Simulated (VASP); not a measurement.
# Na2S (Fm-3m) in VASP: further runs, part 2 of 2

VASP 6.6.1. The steps go on from the part before.

## (3) Single point, PBE

INCAR reads:

```
SYSTEM = Na2S
PREC = Accurate
ENCUT = 500
EDIFF = 1E-6
ISMEAR = 0
SIGMA = 0.01
LREAL = .FALSE.
LASPH = .TRUE.
NELM = 120
ALGO = Normal
ISIF = 2
LWAVE = .FALSE.
LCHARG = .TRUE.
GGA = PE
LELF = .TRUE.
LVHAR = .TRUE.
NBANDS = 17
GGA_COMPAT = .FALSE.
```

KPOINTS reads:

```
Automatic mesh
0
G
  6 6 6
  0 0 0
```

POSCAR reads:

```
Na2S
1.0
    0.0000000000      3.2554286337      3.2554286337
    3.2554286337      0.0000000000      3.2554286337
    3.2554286337      3.2554286337      0.0000000000
Na S
2 1
Direct
    0.2500000000      0.2500000000      0.2500000000
    0.7500000000      0.7500000000      0.7500000000
    0.0000000000      0.0000000000      0.0000000000
```

Potentials or basis: VASP PAW PBE potentials, release 64 (Na_pv, S).

Command:

```sh
$ cat potpaw_PBE.64/Na_pv/POTCAR potpaw_PBE.64/S/POTCAR > POTCAR
$ mpirun -np 1 vasp_std > vasp.out
```

It took 40 s on 1 thread of Intel Xeon Platinum 8488C (Sapphire Rapids), shared host; peak memory 0.19 GiB.

The run converged. Its results:

- Free energy: -9.9712 eV
- Pressure: 0.8 GPa
- Band gap on the k mesh: 2.53 eV, direct

Levels at points of the mesh, in eV from the valence-band top:
```tsv
k point	band 6	band 7	band 8	band 9	band 10	band 11	band 12	band 13	band 14	band 15
(0.00, 0.00, 0.00)	-22.16	-10.16	0.00	0.00	0.00	2.53	7.79	7.79	7.79	9.39
(0.50, 0.00, 0.00)	-22.18	-9.91	-1.66	-0.13	-0.13	4.85	6.51	7.18	7.18	11.30
(0.50, 0.50, 0.00)	-22.14	-9.83	-1.49	-0.46	-0.46	3.85	6.05	8.57	9.86	9.86
```

## (4) Single point, r2SCAN

POSCAR is that of step 3.

INCAR.step1 reads:

```
  PREC = Accurate
  ENCUT = 550
  ISMEAR = 0
  SIGMA = 0.01
  LREAL = F
  LASPH = T
  NELM = 120
  NBANDS = 17
  GGA = PE
  ALGO = Normal
  EDIFF = 1E-5
  LWAVE = T
  LCHARG = F
  GGA_COMPAT = F
```

INCAR.step2 reads:

```
  PREC = Accurate
  ENCUT = 550
  EDIFF = 1E-6
  ISMEAR = 0
  SIGMA = 0.01
  LREAL = F
  LASPH = T
  NELM = 120
  ALGO = Normal
  ISIF = 2
  LWAVE = F
  LCHARG = T
  METAGGA = R2SCAN
  LMIXTAU = T
  LELF = T
  LVHAR = T
  NBANDS = 17
  ISTART = 1
  GGA_COMPAT = F
```

KPOINTS reads:

```
regular mesh
0
Gamma
  4 4 4
```

Command:

```sh
$ cat potpaw_PBE.64/Na_pv/POTCAR potpaw_PBE.64/S/POTCAR > POTCAR
$ cp INCAR.step1 INCAR
$ mpirun -np 1 vasp_std > vasp.out
$ cp INCAR.step2 INCAR
$ mpirun -np 1 vasp_std > vasp.out
```

It took 69 s on 1 thread of Intel Xeon Platinum 8488C (Sapphire Rapids), shared host; peak memory 0.2 GiB.

Results (log left out):

| Property | Result |
| --- | --- |
| Free energy | -18.9646 eV |
| Pressure | -0.1 GPa |
| Band gap on the k mesh | 3.11 eV, direct |

Levels at points of the mesh, in eV from the valence-band top:
```csv
k point,band 6,band 7,band 8,band 9,band 10,band 11,band 12,band 13,band 14,band 15
"(0.00, 0.00, 0.00)",-22.98,-10.58,0.00,0.00,0.00,3.11,8.47,8.47,8.47,9.86
"(0.50, 0.00, 0.00)",-23.00,-10.32,-1.63,-0.12,-0.12,5.56,6.98,7.69,7.69,12.08
"(0.50, 0.50, 0.00)",-22.96,-10.24,-1.44,-0.45,-0.45,4.20,6.77,9.43,10.61,10.61
```

Caveat: the PAW data sets were made with another functional, which shifts forces and pressure a little. r2SCAN opens gaps a little over a GGA but as a rule still falls short of measured ones.

## (5) Single point, HSE06

POSCAR is that of step 4.

INCAR.step1 reads:

```
SYSTEM = Na2S
PREC     = Accurate       ! precision mode
ENCUT    = 400            ! plane-wave cutoff, eV
EDIFF    = 1E-5           ! SCF threshold, eV
ISMEAR   = 0              ! smearing method
SIGMA    = 0.01           ! smearing width, eV
LREAL    = .FALSE.        ! projectors in reciprocal space
LASPH    = .TRUE.         ! aspherical terms in the spheres
NELM     = 120            ! most SCF steps
ALGO     = Normal         ! electronic algorithm
ISIF     = 2              ! what is computed and relaxed
LWAVE    = .TRUE.         ! write WAVECAR
LCHARG   = .FALSE.        ! write CHGCAR
NBANDS   = 17             ! bands
GGA      = PE             ! functional
GGA_COMPAT= .FALSE.
```

INCAR.step2 reads:

```
SYSTEM = Na2S
PREC     = Accurate       ! precision mode
ENCUT    = 400            ! plane-wave cutoff, eV
EDIFF    = 1E-6           ! SCF threshold, eV
ISMEAR   = 0              ! smearing method
SIGMA    = 0.01           ! smearing width, eV
LREAL    = .FALSE.        ! projectors in reciprocal space
LASPH    = .TRUE.         ! aspherical terms in the spheres
NELM     = 120            ! most SCF steps
ALGO     = Normal         ! electronic algorithm
ISIF     = 2              ! what is computed and relaxed
LWAVE    = .FALSE.        ! write WAVECAR
LCHARG   = .FALSE.        ! write CHGCAR
GGA      = PE             ! functional
LHFCALC  = .TRUE.         ! exact exchange
HFSCREEN = 0.2079         ! screening, 1/A
PRECFOCK = Normal       
NBANDS   = 17             ! bands
ISTART   = 1            
GGA_COMPAT= .FALSE.
```

KPOINTS reads:

```
regular mesh
0
G
  4 4 4
  0 0 0
```

Potentials or basis: VASP PAW PBE potentials, release 64 (Na_pv, S).

Command:

```sh
$ cat potpaw_PBE.64/Na_pv/POTCAR potpaw_PBE.64/S/POTCAR > POTCAR
$ cp INCAR.step1 INCAR
$ mpirun -np 1 vasp_std > vasp.out
$ cp INCAR.step2 INCAR
$ mpirun -np 1 vasp_std > vasp.out
```

OUTCAR:

```text
SYSTEM = Na2S
   PREC = Accurate
   ENCUT = 400
   EDIFF = 1E-6
   ISMEAR = 0
   LREAL = .FALSE.
   LASPH = .TRUE.
   NELM = 120
   ISIF = 2
   GGA = PE
   LHFCALC = .TRUE.
   HFSCREEN = 0.2079
   PRECFOCK = Normal
   ISTART = 1

 ion  position               nearest neighbor table
   1  0.250  0.250  0.250-
   2  0.750  0.750  0.750-
   3  0.000  0.000  0.000-

  LATTYP: Found a face centered cubic cell.
 ALAT       =     6.5108572674
[... 342 lines left out ...]

  FORCE on cell =-STRESS in cart. coord.  units (eV):
  Direction    XX          YY          ZZ          XY          YZ          ZX
  --------------------------------------------------------------------------------------
  -------------------------------------------------------------------------------------
  Total        0.0051658      0.0051658      0.0051658      0.0000000     -0.0000000      0.0000000
  in kB        0.1199480      0.1199480      0.1199480      0.0000000     -0.0000000      0.0000000
  external PRESSURE =       0.1199480 kB  Pullay stress =       0.0000000 kB

 VOLUME and BASIS-vectors are now :
 -----------------------------------------------------------------------------
  energy-cutoff  :      400.00
  volume of cell :       69.00
      direct lattice vectors                 reciprocal lattice vectors
     0.000000000  3.255428634  3.255428634    -0.153589606  0.153589606  0.153589606
     3.255428634  0.000000000  3.255428634     0.153589606 -0.153589606  0.153589606
     3.255428634  3.255428634  0.000000000     0.153589606  0.153589606 -0.153589606

 POSITION                                       TOTAL-FORCE (eV/Angst)
 -----------------------------------------------------------------------------------
      1.62771      1.62771      1.62771        -0.000000     -0.000000     -0.000000
      4.88314      4.88314      4.88314         0.000000      0.000000      0.000000
      0.00000      0.00000      0.00000        -0.000000      0.000000      0.000000
 -----------------------------------------------------------------------------------
    total drift:                                0.000000     -0.000003     -0.000000

  FREE ENERGIE OF THE ION-ELECTRON SYSTEM (eV)
  ---------------------------------------------------
  free  energy   TOTEN  =       -11.5008457665 eV

  energy  without entropy=      -11.5008457665  energy(sigma->0) =      -11.50084577
```

It took 5.7 min on 1 thread of Intel Xeon Platinum 8488C (Sapphire Rapids), shared host; peak memory 0.26 GiB.

What came out:

```yaml
Free_energy: -11.5008 eV
Pressure: 0.0 GPa
Band_gap_on_the_k_mesh: 3.52 eV, direct
```

Levels at points of the mesh, in eV from the valence-band top:
```csv
k point,band 7,band 8,band 9,band 10,band 11,band 12,band 13,band 14
"(0.00, 0.00, 0.00)",-11.21,0.00,0.00,0.00,3.52,8.96,8.96,8.96
"(0.50, 0.00, 0.00)",-10.93,-1.78,-0.15,-0.15,5.95,7.60,8.29,8.29
"(0.50, 0.50, 0.00)",-10.84,-1.59,-0.51,-0.51,4.78,7.18,9.92,11.15
```

Caveat: the PAW data sets were made with another functional, which shifts forces and pressure a little.

## (6) Overview

| level | k mesh | cutoff (eV) | grid for exact exchange (PRECFOCK) | screening parameter | gap on the mesh (eV) | pressure (GPa) |
| --- | --- | --- | --- | --- | --- | --- |
| PBE | 4 × 4 × 4 | 500 | - | - | 2.53 | 0.9 |
| PBE | 6 × 6 × 6 | 500 | - | - | 2.53 | 0.8 |
| r2SCAN | 4 × 4 × 4 | 550 | - | - | 3.11 | -0.1 |
| HSE06 | 4 × 4 × 4 | 400 | Normal | 0.2079 1/Å | 3.52 | 0.0 |

Alike in all rows: task single point; potentials or basis VASP PAW PBE potentials, release 64 (Na_pv, S); no spin polarisation; cell as given; smearing gaussian 0.01 eV.

On the cell as given the gap runs from 2.53 eV (PBE) to 3.52 eV (HSE06); the meshes differ, which moves gaps too. The pressure there spans -0.1 GPa (r2SCAN) to 0.9 GPa (PBE); a positive pressure means that this level wants a larger cell, a negative one a smaller.

Caveats: the PAW data sets were made with another functional, which shifts forces and pressure a little (some runs).

Total energies depend on the potentials used, so only differences within one code and one set of settings carry meaning.
